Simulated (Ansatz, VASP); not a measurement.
**One calculation of CrPb, two programs**

Contents of INCAR:

```
SYSTEM = CrPb
PREC = Accurate ; ENCUT = 520
EDIFF = 1E-6 ; ISMEAR = 0
SIGMA = 0.1 ; LREAL = .False.
LASPH = .True. ; NELM = 150
ALGO = Normal ; ISIF = 2
LWAVE = .False. ; LCHARG = .True.
ISPIN = 2 ; MAGMOM = 3 -3 0 0
LORBIT = 11 ; LMAXMIX = 4
GGA = PS ; LELF = .True.
LVHAR = .True. ; NBANDS = 38
```

Contents of KPOINTS:

```
Automatic mesh
0
Gamma
  12 12 6
  0 0 0
```

POSCAR

```
CrPb
1.0
    3.3903004649      0.0000000000      3.3903004649
    0.0000000000      3.3903004649      3.3903004649
    0.0000000000      0.0000000000      6.7806009298
Cr Pb
2 2
Direct
    0.0000000000      0.0000000000      0.0000000000
    0.0000000000      0.0000000000      0.5000000000
    0.5000000000      0.5000000000      0.7500000000
    0.5000000000      0.5000000000      0.2500000000
```

Input for Ansatz:

```yaml
crystal:
  lattice:
    - [3.3903004649, 0.0, 3.3903004649]
    - [0.0, 3.3903004649, 3.3903004649]
    - [0.0, 0.0, 6.7806009298]
  atoms:
    - { symbol: Cr, position: [0.0, 0.0, 0.0], spin: 3.0 }
    - { symbol: Pb, position: [0.5, 0.5, 0.75] }
    - { symbol: Cr, position: [0.0, 0.0, 0.5], spin: -3.0 }
    - { symbol: Pb, position: [0.5, 0.5, 0.25] }
basis:
  ecutwfc: 420
kpoints:
  mp_grid: { grid: [12, 12, 6] }
hamiltonian:
  xc: pbesol
scf:
  occupations: { method: gaussian, width: 0.1 }
  lower_state_search: "off"
output:
  forces: true
  stress: true
  eigenvalues: true
  populations: true
magnetization:
  spin_polarized: true
```

Alike in both runs: task single point; functional PBEsol; k mesh 12 × 12 × 6; occupations gaussian, width 0.1 eV; collinear spin.

```csv
,VASP,Ansatz
version,VASP 6.6.1,Ansatz 0.2.0
potentials or method,"VASP PAW PBE potentials, release 64 (Cr_pv, Pb_d), cutoff 520 eV","scalar-relativistic, plane waves, PAW"
valence electrons in the cell,52,56
```

|  | VASP | Ansatz | Ansatz less VASP |
| --- | --- | --- | --- |
| gap on the k mesh at the Fermi level (eV) | none | none | - |
| pressure (GPa) | 4.0 | 4.0 | 0.00 |
| net moment per atom (μB) | 0.00 | 0.00 | 0.000 |
| size of the moment on the site where the two differ most (μB) | 3.52 | 3.58 | +0.055 |

VASP's potentials were made for PBE, not for PBEsol. Site moments also hang on the region over which each program counts them. A gap of «none» marks a metal or a gap that the smearing closes. VASP's potentials hold 52 valence electrons a cell and Ansatz's 56, so a difference there can come from the potentials and not from the codes.

Neither program's run includes spin-orbit coupling.
